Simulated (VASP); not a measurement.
## C: single point with PBEsol+D3(BJ)

The system is C.

```
CELL_PARAMETERS angstrom
1.19063 0.68741 7.99678
-1.19063 0.68741 7.99678
0.00000 -1.37482 7.99678
ATOMIC_POSITIONS crystal
C 0.91283 0.91283 0.91283
C 0.24615 0.24615 0.24615
C 0.75385 0.75385 0.75385
C 0.08717 0.08717 0.08717
```

* Program: VASP 6.6.1
* Task: single point
* Functional: PBEsol
* Dispersion: D3(BJ)
* Potentials or basis: VASP PAW PBE potentials, release 64 (C)
* Cutoff: 520 eV
* k mesh: 11 × 11 × 11
* Occupations: fermi-dirac, width 0.1 eV
* Spin: no spin polarisation

```
Pressure                   : 27.0 GPa
Largest force              : 0.011 eV/Å
Dispersion energy per atom : -0.088 eV
```

Forces in eV/Å, atoms in the order of the input:
```
C    0.000  0.000  0.003
C    0.000  0.000  0.011
C    0.000  0.000 -0.011
C    0.000  0.000 -0.003
```

Stress tensor (GPa, compression positive):
```
41.35  0.00  0.00
 0.00 41.35  0.00
 0.00  0.00 -1.73
```

Wall time 9 min on 1 thread of Intel(R) Xeon(R) Platinum 8259CL CPU @ 2.50GHz (Skylake/Cascade Lake), on a shared host, peak memory 0.5 GiB.

Caveat: the cell stands under pressure; the PAW data sets were made with another functional, which shifts forces and pressure a little.
